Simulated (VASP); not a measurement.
# AlInAsP3 (P-6m2) in VASP: further runs, part 2 of 2

VASP 6.6.1.

## 5. Relaxation of cell and atoms, PBE

INCAR reads:

```
SYSTEM = AlInAsP3
PREC     = Accurate       ! precision mode
ENCUT    = 500            ! plane-wave cutoff, eV
EDIFF    = 1E-7           ! SCF threshold, eV
ISMEAR   = 0              ! smearing method
SIGMA    = 0.1            ! smearing width, eV
LREAL    = .FALSE.        ! projectors in reciprocal space
LASPH    = .TRUE.         ! aspherical terms in the spheres
NELM     = 120            ! most SCF steps
ALGO     = Normal         ! electronic algorithm
ISIF     = 3              ! what is computed and relaxed
LWAVE    = .FALSE.        ! write WAVECAR
LCHARG   = .FALSE.        ! write CHGCAR
GGA      = PE             ! functional
IBRION   = 2              ! ionic algorithm
NSW      = 90             ! ionic steps
EDIFFG   = -0.04          ! ionic threshold
GGA_COMPAT= .FALSE.      
NELMIN   = 4
```

KPOINTS reads:

```
regular mesh
0
G
  3 3 4
  0 0 0
```

POSCAR reads:

```
AlInAsP3
1.0
    6.1986044600      0.0000000000      0.0000000000
   -3.0993022300      5.3681489300      0.0000000000
    0.0000000000      0.0000000000      3.8658525500
Al In P As
1 1 3 1
Direct
    0.0000000000      0.0000000000      0.0000000000
    0.3333333300      0.6666666700      0.0000000000
    0.0129650000      0.5064825000      0.5000000000
    0.4935175000      0.5064825000      0.5000000000
    0.4935175000      0.9870350000      0.5000000000
    0.6666666700      0.3333333300      0.0000000000
```

Launch:

```console
$ cat potpaw_PBE.64/Al/POTCAR potpaw_PBE.64/In_d/POTCAR potpaw_PBE.64/P/POTCAR potpaw_PBE.64/As/POTCAR > POTCAR
$ mpirun -np 1 vasp_std > vasp.out
```

Run time: 3.5 min. Hardware: 1 thread of Intel Xeon Platinum 8259CL at 2.50GHz (Skylake/Cascade Lake), shared host; peak memory 0.26 GiB.

The run converged. Its results:

```yaml
Free_energy: -23.1602 eV
Relaxed_volume: 22.55 Å³/atom
Relaxed_cell: a = 6.570 Å, b = 6.570 Å, c = 3.619 Å, α = 90.00°, β = 90.00°, γ = 120.00°
Space_group_after_relaxing_to_0.1_Å: P-6m2 (No. 187)
Energy_gained_by_relaxing: 77.5 meV/atom
Ionic_steps: 9
Pressure_after_relaxing: 0.0 GPa
Largest_force_after_relaxing: 0.015 eV/Å
Band_gap_on_the_k_mesh: zero (bands 18 and 19 overlap by 0.65 eV)
```

Forces in eV/Å, atoms in the order of the input:
```
Al   0.000  0.000  0.000
In   0.000  0.000  0.000
P   -0.013 -0.007  0.000
P    0.013 -0.007  0.000
P    0.000  0.015  0.000
As   0.000  0.000  0.000
```

Stress tensor (GPa, compression positive):
```
 0.18  0.00  0.00
 0.00  0.18  0.00
 0.00  0.00 -0.21
```

Step by step:
```
step  energy change (eV)  largest force (eV/Å)  pressure (GPa)  volume (Å³)
   1              0.0000                0.9898            2.47       128.64
   2             -0.1799                0.5965           -0.49       134.87
   3             -0.2164                0.3777           -2.18       139.15
   4             -0.3681                0.2738           -1.71       137.84
   5             -0.4554                0.1238           -0.40       136.07
   6             -0.4556                0.1511           -0.31       135.97
   7             -0.4614                0.0796            0.05       135.14
   8             -0.4627                0.0247            0.31       134.56
   9             -0.4649                0.0146            0.05       135.29
```

Final structure:
```
Al In P As
1.0
     6.56992    0.00000    0.00000
    -3.28496    5.68972    0.00000
     0.00000    0.00000    3.61925
Al In P As
1 1 3 1
Direct
  0.00000 0.00000 0.00000
  0.33333 0.66667 0.00000
  0.98393 0.49196 0.50000
  0.50804 0.49196 0.50000
  0.50804 0.01607 0.50000
  0.66667 0.33333 0.00000
```

Levels at points of the mesh, in eV from the Fermi level:
| k point | band 15 | band 16 | band 17 | band 18 | band 19 | band 20 | band 21 | band 22 |
| --- | --- | --- | --- | --- | --- | --- | --- | --- |
| (0.00, 0.00, 0.00) | -0.49 | -0.49 | 0.05 | 0.05 | 0.73 | 1.47 | 2.19 | 2.19 |
| (0.00, 0.00, 0.50) | -2.53 | -2.29 | -0.66 | -0.66 | -0.39 | 1.19 | 1.19 | 1.32 |

Caveat: the k points lie up to 0.43 Å⁻¹ apart in the final cell, too coarse for converged energies and pressures of a metal; semilocal functionals underestimate gaps, and a narrow one can read as zero; spin-orbit coupling is left out, which moves the levels of the heavy elements.

## 6. Single point, PBE

This run uses another cell than the first one, of 22.36 Å³/atom.

INCAR reads:

```
SYSTEM = AlInAsP3
PREC = Accurate
ENCUT = 500
EDIFF = 1E-6
ISMEAR = 0
SIGMA = 0.1
LREAL = .False.
LASPH = .True.
NELM = 120
ALGO = Normal
ISIF = 2
LWAVE = .False.
LCHARG = .False.
GGA = PE
NBANDS = 27
GGA_COMPAT = .False.
```

KPOINTS reads:

```
regular mesh
0
Gamma
  6 6 10
  0 0 0
```

POSCAR reads:

```
AlInAsP3
1.0
    6.3663316050      0.0000000000      0.0000000000
   -3.1831658025      5.5134048989      0.0000000000
    0.0000000000      0.0000000000      3.8217838480
Al In P As
1 1 3 1
Direct
    0.0000000000      0.0000000000      0.0000000000
    0.3333333333      0.6666666667      0.0000000000
    0.9789472519      0.4894736260      0.5000000000
    0.5105263740      0.4894736260      0.5000000000
    0.5105263740      0.0210527481      0.5000000000
    0.6666666667      0.3333333333      0.0000000000
```

Potentials or basis: VASP PAW PBE potentials, release 64 (Al, In_d, P, As).

Launch:

```console
$ cat potpaw_PBE.64/Al/POTCAR potpaw_PBE.64/In_d/POTCAR potpaw_PBE.64/P/POTCAR potpaw_PBE.64/As/POTCAR > POTCAR
$ mpirun -np 1 vasp_std > vasp.out
```

Wall time 2.4 min (1 thread of Intel Xeon Platinum 8259CL at 2.50GHz (Skylake/Cascade Lake), shared host); peak memory 0.33 GiB.

Results (log left out):

| Property | Result |
| --- | --- |
| Free energy | -23.1037 eV |
| Pressure | 0.0 GPa |
| Band gap on the k mesh | zero (bands 18 and 19 overlap by 1.30 eV) |

Levels at points of the mesh, in eV from the Fermi level:
```tsv
k point	band 16	band 17	band 18	band 19	band 20	band 21
(0.00, 0.00, 0.00)	-0.36	-0.05	-0.05	0.97	1.13	1.82
(0.50, 0.00, 0.00)	-1.61	-0.74	-0.39	0.19	0.54	1.29
(0.00, 0.00, 0.50)	-2.42	-0.79	-0.79	-0.28	1.56	1.63
(0.50, 0.00, 0.50)	-1.81	-1.55	-0.73	-0.65	0.96	1.56
```

Caveat: spin-orbit coupling is left out, which moves the levels of the heavy elements.

## 7. Summary

```tsv
task	cell	k mesh	gap on the mesh (eV)	pressure (GPa)	largest force (eV/Å)
single point	a = 6.199, b = 6.199, c = 3.866 Å, angles 90.0, 90.0, 120.0°, 6 atoms, atomic positions A	3 × 3 × 4	none	2.5	0.99
single point	a = 6.594, b = 6.594, c = 3.602 Å, angles 90.0, 90.0, 120.0°, 6 atoms, atomic positions B	3 × 3 × 4	none	0.0	0.01
single point	a = 6.710, b = 6.710, c = 3.523 Å, angles 90.0, 90.0, 120.0°, 6 atoms, atomic positions C	3 × 3 × 6	none	0.0	0.03
relaxation of cell and atoms	relaxed from a = 6.199, b = 6.199, c = 3.866 Å, angles 90.0, 90.0, 120.0°, 6 atoms, atomic positions A	3 × 3 × 4	none	0.0	0.01
single point	a = 6.366, b = 6.366, c = 3.822 Å, angles 90.0, 90.0, 120.0°, 6 atoms, atomic positions D	6 × 6 × 10	none	0.0	-
```

Alike in all rows: level PBE; potentials or basis VASP PAW PBE potentials, release 64 (Al, In_d, P, As); no spin polarisation; cutoff (eV) 500; smearing gaussian 0.1 eV.

Caveats: some runs use coarse meshes; spin-orbit coupling is left out, which moves the levels of the heavy elements; semilocal functionals underestimate gaps, and a narrow one can read as zero (at least some runs).

Total energies depend on the potentials used, so only differences within one code and one set of settings carry meaning.
